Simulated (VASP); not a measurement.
Set up this calculation in VASP 6.6.1, as the native input.

```yaml
Task: single point
Functional: PBE
Potentials_or_basis: VASP PAW PBE potentials, release 64 (Cd, S)
Cutoff: 520 eV
k_mesh: 8 × 8 × 8
Occupations: fermi-dirac, width 0.05 eV
Spin: non-collinear spin, zero start, spin-orbit coupling
Starting_moments: "[[0.0, 0.0, 0.0], [0.0, 0.0, 0.0]] μB"
Dipole_correction: no
Further_INCAR_settings: ALGO = Normal; EDIFF = 1e-06; NBANDS = 30
```

The structure of CdS lies in POSCAR:

```
CdS
1.0
    0.0000000000      2.9165000000      2.9165000000
    2.9165000000      0.0000000000      2.9165000000
    2.9165000000      2.9165000000      0.0000000000
Cd S
1 1
Direct
    0.0000000000      0.0000000000      0.0000000000
    0.7500000000      0.7500000000      0.7500000000
```

The input as run:

INCAR

```
SYSTEM = CdS
PREC = Accurate ; ENCUT = 520
EDIFF = 1E-6 ; ISMEAR = -1
SIGMA = 0.05 ; LREAL = .FALSE.
LASPH = .TRUE. ; NELM = 150
ALGO = Normal ; ISIF = 2
LWAVE = .FALSE. ; LCHARG = .FALSE.
MAGMOM = 0 0 0 0 0 0 ; LORBIT = 11
LSORBIT = .TRUE. ; GGA_COMPAT = .FALSE.
LORBMOM = .TRUE. ; GGA = PE
NBANDS = 30
```

KPOINTS

```
regular mesh
0
G
  8 8 8
  0 0 0
```

Potentials or basis: VASP PAW PBE potentials, release 64 (Cd, S).

The run is started by

```console
$ cat potpaw_PBE.64/Cd/POTCAR potpaw_PBE.64/S/POTCAR > POTCAR
$ mpirun -np 1 vasp_ncl > vasp.out
```

It gave:

```yaml
Pressure: 3.2 GPa
Net_moment: 0.00 μB per cell
Valence_electrons_inside_the_program's_atomic_spheres: Cd 10.32; S 3.73
```

Caveat: the cell stands under pressure.

Wall time 60 s on 1 thread of AMD EPYC 9R45 96-Core Processor (Zen 5) (shared host), peak memory 0.32 GiB.
